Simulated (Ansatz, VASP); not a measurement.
**SiC in VASP and in Ansatz**

```
Si C
1.0
     1.54742   -2.68023    0.00000
     1.54742    2.68023    0.00000
     0.00000    0.00000   15.18646
Si C
6 6
Direct
  0.16666 0.83334 0.85771
  0.83334 0.16666 0.35771
  0.50000 0.50000 0.52448
  0.50000 0.50000 0.02448
  0.83333 0.16667 0.69121
  0.16667 0.83333 0.19121
  0.50000 0.50000 0.64984
  0.50000 0.50000 0.14984
  0.16667 0.83333 0.98269
  0.83333 0.16667 0.48269
  0.83333 0.16667 0.81620
  0.16667 0.83333 0.31620
```

Alike in both runs: task relaxation of cell and atoms; functional PBEsol; k mesh 12 × 12 × 2; occupations gaussian, width 0.02 eV; no spin polarisation.

```csv
,VASP,Ansatz
version,VASP 6.6.1,Ansatz 0.2.0
potentials or method,"VASP PAW PBE potentials, release 64 (Si, C), cutoff 600 eV","scalar-relativistic, plane waves, PAW"
valence electrons in the cell,48,48
```

|  | VASP | Ansatz | Ansatz less VASP |
| --- | --- | --- | --- |
| gap on the k mesh at the Fermi level, each at its own relaxed structure (eV) | 1.91 | 1.92 | +0.008 |
| relaxed volume (Å³/atom) | 10.34 | 10.34 | -0.009 |
| relaxed cell length with the largest relative difference (Å) | 15.112 | 15.107 | -0.0050 |

VASP's potentials were made for PBE, not for PBEsol. Ansatz's warnings: near symmetry operations not taken.
